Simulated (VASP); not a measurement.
AlAs, 2 atoms in the cell. The structure is cubic, space group F-43m (No. 216). Conventional cell: a = 5.728 Å, b = 5.728 Å, c = 5.728 Å, α = 90.00°, β = 90.00°, γ = 90.00°. Within 3.3 Å of Al (site symmetry -43m) lie 4 As at 2.48 Å. As (site symmetry -43m) has 4 Al at 2.48 Å within 3.3 Å. 

* Program: VASP 6.6.1
* Task: relaxation of cell and atoms
* Functional: PBEsol
* Potentials or basis: VASP PAW PBE potentials, release 64 (Al, As)
* Cutoff: 500 eV
* k mesh: 8 × 8 × 8
* Occupations: gaussian, width 0.02 eV
* Spin: no spin polarisation
* Dipole correction: no
* Further INCAR settings: ALGO = Normal; EDIFF = 1e-07; IBRION = 2; EDIFFG = -0.005; NSW = 70; ISIF = 3

Potentials or basis: VASP PAW PBE potentials, release 64 (Al, As).

Launch:

```bash
$ cat potpaw_PBE.64/Al/POTCAR potpaw_PBE.64/As/POTCAR > POTCAR
$ mpirun -np 1 vasp_std > vasp.out
```

Hardware: 1 thread of Intel(R) Xeon(R) Platinum 8375C CPU @ 2.90GHz (Ice Lake), on a shared host.

Problem. Estimate the wall time of this run.

Solution. Wall time 23 s on 1 thread of Intel(R) Xeon(R) Platinum 8375C CPU @ 2.90GHz (Ice Lake) (shared host), peak memory 0.17 GiB. Counts: scf iterations 27, k points 29, ion steps 3.
